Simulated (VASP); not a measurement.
Here is a VASP 6.6.1 calculation.

File INCAR:

```
  PREC = Accurate
  ENCUT = 520
  EDIFF = 1E-7
  ISMEAR = -1
  SIGMA = 0.1
  LREAL = F
  LASPH = T
  NELM = 100
  ALGO = Normal
  ISIF = 2
  LWAVE = F
  LCHARG = F
  GGA = PS
  NBANDS = 12
```

KPOINTS

```
Automatic mesh
0
Gamma
  11 11 8
```

POSCAR

```
Sb
1.0
    2.3573854937      2.3573854937      0.0000000000
   -2.3573854937      2.3573854937      0.0000000000
    0.0000000000      0.0000000000      4.7147709874
Sb
2
Direct
    0.0000000000      0.0000000000      0.0000000000
    0.5000000000      0.5000000000      0.5000000000
```

Potentials or basis: VASP PAW PBE potentials, release 64 (Sb).

The run is started by

```console
$ cat potpaw_PBE.64/Sb/POTCAR > POTCAR
$ mpirun -np 1 vasp_std > vasp.out
```

**Question.** What does it give for the pressure?

**Answer.** -0.1 GPa.

**Question.** Predict the band gap on the k mesh.

**Answer.** Zero (band 5 reaches 12.44 eV, above the bottom of band 6 at 5.53 eV).

Caveat: the PAW data sets were made with another functional, which shifts forces and pressure a little; spin-orbit coupling is left out, which moves the levels of the heavy elements.
